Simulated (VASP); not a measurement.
# SnSe in VASP: notebook

SnSe is run at these levels: PBEsol; tasks: single point.

Program: VASP 6.6.1. These are calculated values, not measurements. Logs are shortened: lines on timing, memory, paths and dates and some standing lists are left out, and cuts for length are marked.

## 1. The cell of the first run

It takes space group Cmcm (No. 63, orthorhombic). Conventional cell: a = 4.310 Å, b = 11.705 Å, c = 4.318 Å, α = 90.00°, β = 90.00°, γ = 90.00°. Sn (site symmetry m2m) has 5 Se at 2.76 to 3.06 Å and 2 Sn at 3.54 Å within 3.6 Å. Se (site symmetry m2m) has 5 Sn at 2.76 to 3.06 Å within 3.6 Å.

## 2. Single point, PBEsol

INCAR reads:

```
PREC = Accurate
ENCUT = 520
EDIFF = 1E-7
ISMEAR = 0
SIGMA = 0.1
LREAL = F
LASPH = T
NELM = 60
ALGO = Normal
ISIF = 2
LWAVE = F
LCHARG = F
GGA = PS
NBANDS = 28
```

KPOINTS reads:

```
Automatic mesh
0
Gamma
  4 4 4
```

POSCAR reads:

```
SnSe
1.0
    2.1550000000     -5.8525000000      0.0000000000
    2.1550000000      5.8525000000      0.0000000000
    0.0000000000      0.0000000000      4.3180000000
Sn Se
2 2
Direct
    0.8800000000      0.1200000000      0.2500000000
    0.1200000000      0.8800000000      0.7500000000
    0.6440000000      0.3560000000      0.2500000000
    0.3560000000      0.6440000000      0.7500000000
```

Potentials or basis: VASP PAW PBE potentials, release 64 (Sn_d, Se).

On the command line:

```sh
> cat potpaw_PBE.64/Sn_d/POTCAR potpaw_PBE.64/Se/POTCAR > POTCAR
> mpirun -np 1 vasp_std > vasp.out
```

OUTCAR:

```text
PREC = Accurate
   ENCUT = 520
   EDIFF = 1E-7
   ISMEAR = 0
   LREAL = F
   LASPH = T
   NELM = 60
   ISIF = 2
   GGA = PS

 ion  position               nearest neighbor table
   1  0.880  0.120  0.250-   3 2.76   4 3.06   4 3.06   4 3.06   4 3.06   2 3.54   2 3.54
   2  0.120  0.880  0.750-   4 2.76   3 3.06   3 3.06   3 3.06   3 3.06   1 3.54   1 3.54
   3  0.644  0.356  0.250-   1 2.76   2 3.06   2 3.06   2 3.06   2 3.06
   4  0.356  0.644  0.750-   2 2.76   1 3.06   1 3.06   1 3.06   1 3.06

  LATTYP: Found a base centered orthorhombic cell.
 ALAT       =     4.3100000000
 B/A-ratio  =     2.7157772622
 C/A-ratio  =     1.0018561485

  Lattice vectors:

 A1 = (   2.1550000000,  -5.8525000000,   0.0000000000)
 A2 = (   2.1550000000,   5.8525000000,   0.0000000000)
 A3 = (   0.0000000000,   0.0000000000,   4.3180000000)

Analysis of symmetry for initial positions (statically):
=====================================================================
 Subroutine PRICEL returns:
 Original cell was already a primitive cell.

 Routine SETGRP: Setting up the symmetry group for a
 base centered orthorhombic supercell.

 Subroutine GETGRP returns: Found  8 space group operations
 (whereof  4 operations were pure point group operations)
 out of a pool of  8 trial point group operations.

The static configuration has the point symmetry C_2h.
 The point group associated with its full space group is D_2h.

Analysis of symmetry for dynamics (positions and initial velocities):
=====================================================================
 Subroutine PRICEL returns:
 Original cell was already a primitive cell.

 Routine SETGRP: Setting up the symmetry group for a
 base centered orthorhombic supercell.

 Subroutine GETGRP returns: Found  8 space group operations
 (whereof  4 operations were pure point group operations)
 out of a pool of  8 trial point group operations.

The dynamic configuration has the point symmetry C_2h.
 The point group associated with its full space group is D_2h.

 Subroutine INISYM returns: Found  8 space group operations
 (whereof  4 operations are pure point group operations),
 and found     1 'primitive' translations

----------------------------------------------------------------------------------------

                                     Primitive cell

  volume of cell :     108.9184

  direct lattice vectors                    reciprocal lattice vectors
     2.155000000 -5.852500000  0.000000000     0.232018561 -0.085433575  0.000000000
     2.155000000  5.852500000  0.000000000     0.232018561  0.085433575  0.000000000
     0.000000000  0.000000000  4.318000000     0.000000000  0.000000000  0.231588698

  length of vectors
     6.236648238  6.236648238  4.318000000     0.247247869  0.247247869  0.231588698

  position of ions in fractional coordinates (direct lattice)
     0.880000000  0.120000000  0.250000000
     0.120000000  0.880000000  0.750000000
     0.644000000  0.356000000  0.250000000
     0.356000000  0.644000000  0.750000000

  ion indices of the primitive-cell ions
   primitive index   ion index
                 1           1
                 2           2
                 3           3
                 4           4

----------------------------------------------------------------------------------------

 KPOINTS: Automatic mesh

Automatic generation of k-mesh.
 Grid dimensions read from file:
 generate k-points for:    4    4    4

 Generating k-lattice:

  Cartesian coordinates                     Fractional coordinates (reciprocal lattice)
     0.058004640 -0.021358394  0.000000000     0.250000000  0.000000000  0.000000000
     0.058004640  0.021358394  0.000000000     0.000000000  0.250000000  0.000000000
     0.000000000  0.000000000  0.057897175     0.000000000  0.000000000  0.250000000

  Length of vectors
     0.061811967  0.061811967  0.057897175

  Shift w.r.t. Gamma in fractional coordinates (k-lattice)
     0.000000000  0.000000000  0.000000000

 Subroutine IBZKPT returns following result:
 ===========================================

 Found     21 irreducible k-points:

 Following reciprocal coordinates:
            Coordinates               Weight
  0.000000  0.000000  0.000000      1.000000
  0.250000 -0.000000  0.000000      4.000000
  0.500000 -0.000000  0.000000      2.000000
  0.250000  0.250000  0.000000      2.000000
  0.500000  0.250000  0.000000      4.000000
 -0.250000  0.250000  0.000000      2.000000
[... 13 lines left out ...]
 -0.250000  0.250000  0.500000      2.000000
  0.500000  0.500000  0.500000      1.000000
   k-points           NKPTS =     21   k-points in BZ     NKDIM =     21   number of bands    NBANDS=     28
   number of dos      NEDOS =    301   number of ions     NIONS =      4
   total plane-waves  NPLWV =  73728
   dimension x,y,z NGX =    48 NGY =   48 NGZ =   32
   dimension x,y,z NGXF=    96 NGYF=   96 NGZF=   64
   ions per type =               2   2
   NGX,Y,Z   is equivalent  to a cutoff of  12.80, 12.80, 12.32 a.u.
   NGXF,Y,Z  is equivalent  to a cutoff of  25.59, 25.59, 24.64 a.u.
 SYSTEM =  unknown system
   PREC   = accura    normal or accurate (medium, high low for compatibility)
   ISTART =      0    job   : 0-new  1-cont  2-samecut
   ICHARG =      2    charge: 1-file 2-atom 10-const
   ISPIN  =      1    spin polarized calculation?
   LNONCOLLINEAR =      F non collinear calculations
   LSORBIT =      F    spin-orbit coupling
   LASPH  =      T    aspherical Exc in radial PAW
   ENCUT  =  520.0 eV  38.22 Ry    6.18 a.u.  11.60 11.60  8.03*2*pi/ulx,y,z
   NELM   =     60;   NELMIN=  2; NELMDL= -5     # of ELM steps
   EDIFF  = 0.1E-06   stopping-criterion for ELM
   LREAL  =      F    real-space projection
   EDIFFG = 0.1E-05   stopping-criterion for IOM
   NSW    =      0    number of steps for IOM
   IBRION =     -1    ionic relax: 0-MD 1-quasi-New 2-CG
   NFREE  =      0    steps in history (QN), initial steepest desc. (CG)
   ISIF   =      2    stress and relaxation
   ISYM   =      2    0-nonsym 1-usesym 2-fastsym
   POTIM  = 0.5000    time-step for ionic-motion
   TEBEG  =    0.0;   TEEND  =   0.0 temperature during run
   PSTRESS=    0.0 pullay stress
   NELECT =      40.0000    total number of electrons
   NUPDOWN=      -1.0000    fix difference up-down
   EMIN   =  10.00;   EMAX   =-10.00  energy-range for DOS
   EFERMI =   0.00;   METHOD = LEGACY
   ISMEAR =     0;   SIGMA  =   0.10  broadening in eV -4-tet -1-fermi 0-gaus
   EFERMI_NEDOS =   21; number of points for ismear=-14 and -15
   IALGO  =     38    algorithm
   IMIX   =      4    mixing-type and parameters
     AMIX     =   0.40;   BMIX     =  1.00
     AMIX_MAG =   1.60;   BMIX_MAG =  1.00
  volume/ion in A,a.u.               =      27.23       183.75
  Fermi-wavevector in a.u.,A,eV,Ry     =   1.172360  2.215439 18.700233  1.374428
  Thomas-Fermi vector in A             =   2.308790
   LORBIT       =      0    0 simple, 1 ext, 2 COOP (PROOUT), +10 PAW based schemes
   GGA     = PS    functional components
   LHFCALC =     F    Hartree Fock is set to
   AEXX    =    0.0000 exact exchange contribution
   IVDW    =     0    specifies the selected vdW correction
   LEPSILON=     F    determine dielectric tensor
   LRPA    =     F    only Hartree local field effects (RPA)
 non-spin polarized calculation
 Gauss-broadening in eV      SIGMA  =   0.10
  energy-cutoff  :      520.00
  volume of cell :      108.92
 maximum number of plane-waves:      2968
 NGX is ok and might be reduce to    48
   NGX = 23   NGY = 23   NGZ = 17

 number of electron      40.0000007 magnetization

 Free energy of the ion-electron system (eV)
  ---------------------------------------------------
  ext. energy  EPLUGINS =         0.00000000
  ---------------------------------------------------
  free energy    TOTEN  =       -17.89463368 eV

  energy without entropy =      -17.89463347  energy(sigma->0) =      -17.89463358

 E-fermi :   5.0636     XC(G=0):  -9.8143

 val. band max:        4.7518575895   @ k =   0.0000   0.0000   0.5000
 cond. band min:       5.3646374660   @ k =   0.5000   0.5000   0.0000
 fundamental gap:      0.6127798765
 Fermi energy:         5.0636464291

 k-point     1 :       0.0000    0.0000    0.0000
  band No.  band energies     occupation
      1     -16.2153      2.00000
      2     -16.2148      2.00000
      3     -16.2038      2.00000
      4     -16.1990      2.00000
      5     -16.1988      2.00000
      6     -16.1831      2.00000
[... 20 lines left out ...]
     27      10.3628      0.00000
     28      11.4280      0.00000

 k-point     2 :       0.2500   -0.0000    0.0000
  band No.  band energies     occupation
      1     -16.2114      2.00000
      2     -16.2108      2.00000
      3     -16.2085      2.00000
      4     -16.2019      2.00000
      5     -16.1953      2.00000
      6     -16.1759      2.00000
[... 20 lines left out ...]
     27      10.9594      0.00000
     28      11.9022      0.00000

 k-point     3 :       0.5000   -0.0000    0.0000
  band No.  band energies     occupation
      1     -16.2123      2.00000
      2     -16.2076      2.00000
      3     -16.2064      2.00000
      4     -16.2047      2.00000
      5     -16.1924      2.00000
      6     -16.1744      2.00000
[... 20 lines left out ...]
     27      12.7047      0.00000
     28      13.5785      0.00000

 k-point     4 :       0.2500    0.2500    0.0000
  band No.  band energies     occupation
      1     -16.2130      2.00000
      2     -16.2076      2.00000
      3     -16.2064      2.00000
      4     -16.2034      2.00000
      5     -16.1931      2.00000
      6     -16.1742      2.00000
[... 485 lines left out ...]
     27      11.0367      0.00000
     28      11.0367      0.00000

 k-point    20 :      -0.2500    0.2500    0.5000
  band No.  band energies     occupation
      1     -16.2091      2.00000
      2     -16.2091      2.00000
      3     -16.2085      2.00000
      4     -16.2085      2.00000
      5     -16.1821      2.00000
      6     -16.1821      2.00000
[... 20 lines left out ...]
     27      13.4691      0.00000
     28      13.4691      0.00000

 k-point    21 :       0.5000    0.5000    0.5000
  band No.  band energies     occupation
      1     -16.2083      2.00000
      2     -16.2083      2.00000
      3     -16.2078      2.00000
      4     -16.2078      2.00000
      5     -16.1850      2.00000
      6     -16.1850      2.00000
[... 20 lines left out ...]
     27      12.4912      0.00000
     28      12.4912      0.00000

------------------------ aborting loop because EDIFF is reached ----------------------------------------

  FORCE on cell =-STRESS in cart. coord.  units (eV):
  Direction    XX          YY          ZZ          XY          YZ          ZX
  --------------------------------------------------------------------------------------
  -------------------------------------------------------------------------------------
  Total       -2.6266546     -1.7514000     -2.5797814      0.0000000      0.0000000      0.0000000
  in kB      -38.6377851    -25.7628912    -37.9482855      0.0000000      0.0000000      0.0000000
  external PRESSURE =     -34.1163206 kB  Pullay stress =       0.0000000 kB

 VOLUME and BASIS-vectors are now :
 -----------------------------------------------------------------------------
  energy-cutoff  :      520.00
  volume of cell :      108.92
      direct lattice vectors                 reciprocal lattice vectors
     2.155000000 -5.852500000  0.000000000     0.232018561 -0.085433575  0.000000000
     2.155000000  5.852500000  0.000000000     0.232018561  0.085433575  0.000000000
     0.000000000  0.000000000  4.318000000     0.000000000  0.000000000  0.231588698

 POSITION                                       TOTAL-FORCE (eV/Angst)
 -----------------------------------------------------------------------------------
      2.15500     -4.44790      1.07950         0.000000      0.336792      0.000000
      2.15500      4.44790      3.23850         0.000000     -0.336792     -0.000000
      2.15500     -1.68552      1.07950         0.000000     -0.087288     -0.000000
      2.15500      1.68552      3.23850         0.000000      0.087288     -0.000000
 -----------------------------------------------------------------------------------
    total drift:                               -0.000000     -0.000000      0.000000

  FREE ENERGIE OF THE ION-ELECTRON SYSTEM (eV)
  ---------------------------------------------------
  free  energy   TOTEN  =       -17.8946336803 eV

  energy  without entropy=      -17.8946334719  energy(sigma->0) =      -17.89463358
```

Run time: 62 s. Hardware: 1 thread of Intel Xeon Platinum 8375C at 2.90GHz (Ice Lake), shared host; peak memory 0.28 GiB.

What came out:

| Item | Value |
| --- | --- |
| Free energy | -17.8946 eV |
| Pressure | -3.4 GPa |
| Largest force | 0.337 eV/Å |
| Band gap on the k mesh | 0.61 eV, indirect (least direct gap 0.85 eV) |

Forces on the atoms (eV/Å):
```
Sn   0.000  0.337  0.000
Sn   0.000 -0.337  0.000
Se   0.000 -0.087  0.000
Se   0.000  0.087  0.000
```

Stress tensor (GPa, compression positive):
```
-3.86  0.00  0.00
 0.00 -2.58  0.00
 0.00  0.00 -3.79
```

Caveat: the PAW data sets were made with another functional, which shifts forces and pressure a little; spin-orbit coupling is left out, which moves the levels of the heavy elements. A k mesh can miss the band edges.

## 3. Single point, PBEsol (one atom moved)

INCAR reads:

```
PREC = Accurate
ENCUT = 520
EDIFF = 1E-6
ISMEAR = 0
SIGMA = 0.02
LREAL = False
LASPH = True
NELM = 100
ALGO = Normal
ISIF = 2
LWAVE = False
LCHARG = True
GGA = PS
LELF = True
LVHAR = True
NBANDS = 28
```

KPOINTS reads:

```
Automatic mesh
0
Gamma
  8 8 6
```

POSCAR, as its differences from that of step 2:

```diff
@@ -8,3 +8,3 @@
 Direct
-    0.8800000000      0.1200000000      0.2500000000
+    0.8929351270      0.1119372628      0.2302292728
     0.1200000000      0.8800000000      0.7500000000
```

Potentials or basis: VASP PAW PBE potentials, release 64 (Sn_d, Se).

On the command line:

```sh
> cat potpaw_PBE.64/Sn_d/POTCAR potpaw_PBE.64/Se/POTCAR > POTCAR
> mpirun -np 1 vasp_std > vasp.out
```

Run time: 9.8 min. Hardware: 1 thread of AMD EPYC 7R43 (Zen 3), shared host; peak memory 0.58 GiB.

The run converged. Its results:

* Free energy: -17.7952 eV
* Pressure: -3.9 GPa
* Largest force: 0.668 eV/Å
* Band gap on the k mesh: 0.22 eV, indirect (least direct gap 0.26 eV)

Forces on the atoms (eV/Å):
```
Sn   0.007  0.667 -0.032
Sn   0.000 -0.450 -0.058
Se  -0.001 -0.323  0.039
Se  -0.005  0.106  0.051
```

Stress tensor (GPa, compression positive):
```
-4.14  0.01 -0.01
 0.01 -3.78  0.05
-0.01  0.05 -3.92
```

Levels at points of the mesh, in eV from the valence-band top:
```tsv
k point	band 17	band 18	band 19	band 20	band 21	band 22	band 23	band 24
(0.00, 0.00, 0.00)	-2.71	-2.22	-1.43	-0.52	3.51	3.57	3.83	4.05
(0.50, 0.00, 0.00)	-1.69	-1.37	-0.53	-0.34	0.95	1.18	1.37	2.53
(0.00, 0.50, 0.00)	-1.70	-1.36	-0.54	-0.34	0.94	1.18	1.37	2.54
(0.50, 0.50, 0.00)	-2.21	-1.68	-1.46	-0.50	0.22	3.10	3.73	3.89
(0.00, 0.00, 0.50)	-1.55	-1.47	-0.35	-0.21	0.82	0.96	1.49	1.60
(0.50, 0.00, 0.50)	-3.71	-3.68	-1.52	-1.43	2.07	2.34	4.64	4.82
(0.00, 0.50, 0.50)	-3.70	-3.68	-1.53	-1.43	2.10	2.34	4.64	4.82
(0.50, 0.50, 0.50)	-1.44	-1.38	-1.05	-0.95	1.40	1.44	2.13	2.22
```

Caveat: the cell differs from its parent crystal (one atom moved); the PAW data sets were made with another functional, which shifts forces and pressure a little; spin-orbit coupling is left out, which moves the levels of the heavy elements. A k mesh can miss the band edges.
